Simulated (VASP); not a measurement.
Input of a VASP 6.6.1 run:

INCAR

```
PREC     = Accurate       # precision mode
ENCUT    = 520            # plane-wave cutoff, eV
EDIFF    = 1E-8           # SCF threshold, eV
ISMEAR   = -1             # smearing method
SIGMA    = 0.03           # smearing width, eV
LREAL    = False          # projectors in reciprocal space
LASPH    = True           # aspherical terms in the spheres
NELM     = 80             # most SCF steps
ALGO     = Normal         # electronic algorithm
ISIF     = 2              # what is computed and relaxed
LWAVE    = False          # write WAVECAR
LCHARG   = False          # write CHGCAR
GGA      = PS             # functional
LEFG     = True         
NBANDS   = 21             # bands
```

The input KPOINTS:

```
Automatic mesh
0
Gamma
  14 14 8
```

POSCAR

```
Ru
1.0
    2.7328573275      0.0000000000      0.0000000000
   -1.3664286638      2.3667238706      0.0000000000
    0.0000000000      0.0000000000      4.2819000000
Ru
2
Direct
    0.3333333333      0.6666666667      0.2500000000
    0.6666666667      0.3333333333      0.7500000000
```

Potentials or basis: VASP PAW PBE potentials, release 64 (Ru_pv).

Command:

```console
$ cat potpaw_PBE.64/Ru_pv/POTCAR > POTCAR
$ mpirun -np 1 vasp_std > vasp.out
```

Problem. Predict the pressure.

Solution. -12.2 GPa.

Problem. What does it give for the band gap on the k mesh?

Solution. Zero (band 14 reaches 13.88 eV, above the bottom of band 15 at 10.80 eV).

Electric field gradients, principal values (V/Å²):
| atom | least | middle | greatest (by size) |
| --- | --- | --- | --- |
| 1 Ru | 8.407 | 8.412 | -16.819 |
| 2 Ru | 8.407 | 8.412 | -16.819 |

Caveat: the cell differs from its parent crystal (equal xx and yy strain of +1 %); without QUAD_EFG the Cq values of the log hold for a quadrupole moment of 1 mb, not for the nuclei; the PAW data sets were made with another functional, which shifts forces and pressure a little.
